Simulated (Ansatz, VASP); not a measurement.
**One calculation of SiO2, two programs**

INCAR

```
PREC     = Accurate       # precision mode
ENCUT    = 600            # plane-wave cutoff, eV
EDIFF    = 1E-7           # SCF threshold, eV
ISMEAR   = 0              # smearing method
SIGMA    = 0.02           # smearing width, eV
LREAL    = False          # projectors in reciprocal space
LASPH    = True           # aspherical terms in the spheres
NELM     = 60             # most SCF steps
ALGO     = Normal         # electronic algorithm
ISIF     = 3              # what is computed and relaxed
LWAVE    = False          # write WAVECAR
LCHARG   = False          # write CHGCAR
GGA      = PE             # functional
IBRION   = 2              # ionic algorithm
NSW      = 100            # ionic steps
EDIFFG   = -0.005         # ionic threshold
```

The input KPOINTS:

```
regular mesh
0
Gamma
  6 6 4
```

POSCAR

```
SiO2
1.0
    5.0605222284      0.0000000000      0.0000000000
   -2.5302611142      4.3825408062      0.0000000000
    0.0000000000      0.0000000000      5.5413533100
Si O
3 6
Direct
    0.0000000000      0.5000000000      0.3333333300
    0.5000000000      0.5000000000      0.6666666700
    0.5000000000      0.0000000000      0.0000000000
    0.5827892600      0.7913946300      0.8333333300
    0.7913946300      0.5827892600      0.5000000000
    0.7913946300      0.2086053700      0.1666666700
    0.4172107400      0.2086053700      0.8333333300
    0.2086053700      0.4172107400      0.5000000000
    0.2086053700      0.7913946300      0.1666666700
```

Input for Ansatz:

```yaml
crystal:
  lattice:
    - [5.0605222284, 0.0, 0.0]
    - [-2.5302611142, 4.3825408062, 0.0]
    - [0.0, 0.0, 5.54135331]
  atoms:
    - { symbol: Si, position: [0.0, 0.5, 0.33333333] }
    - { symbol: Si, position: [0.5, 0.5, 0.66666667] }
    - { symbol: Si, position: [0.5, 0.0, 0.0] }
    - { symbol: O, position: [0.58278926, 0.79139463, 0.83333333] }
    - { symbol: O, position: [0.79139463, 0.58278926, 0.5] }
    - { symbol: O, position: [0.79139463, 0.20860537, 0.16666667] }
    - { symbol: O, position: [0.41721074, 0.20860537, 0.83333333] }
    - { symbol: O, position: [0.20860537, 0.41721074, 0.5] }
    - { symbol: O, position: [0.20860537, 0.79139463, 0.16666667] }
basis:
  ecutwfc: 420
kpoints:
  mp_grid: { grid: [6, 6, 4] }
hamiltonian:
  xc: pbe
scf:
  occupations: { method: gaussian, width: 0.02 }
output:
  forces: true
  stress: true
  eigenvalues: true
  write_density: true
  write_potential: true
  elf: true
  volumetric_format: npy
relax:
  adjacent_minimum: "off"
  f_tol: 0.005
  max_steps: 80
  cell: { stress_tol: 0.05 }
```

Alike in both runs: task relaxation of cell and atoms; functional PBE; k mesh 6 × 6 × 4; occupations gaussian, width 0.02 eV; no spin polarisation.

```csv
,VASP,Ansatz
version,VASP 6.6.1,Ansatz 0.2.0
potentials or method,"VASP PAW PBE potentials, release 64 (Si, O), cutoff 600 eV","scalar-relativistic, plane waves, PAW"
valence electrons in the cell,48,48
```

|  | VASP | Ansatz | Ansatz less VASP |
| --- | --- | --- | --- |
| gap on the k mesh at the Fermi level, each at its own relaxed structure (eV) | 5.56 | 5.55 | -0.005 |
| relaxed volume (Å³/atom) | 14.00 | 14.01 | +0.009 |
| relaxed length of the cell vector where the two differ most in proportion (Å) | 5.103 | 5.105 | +0.0024 |
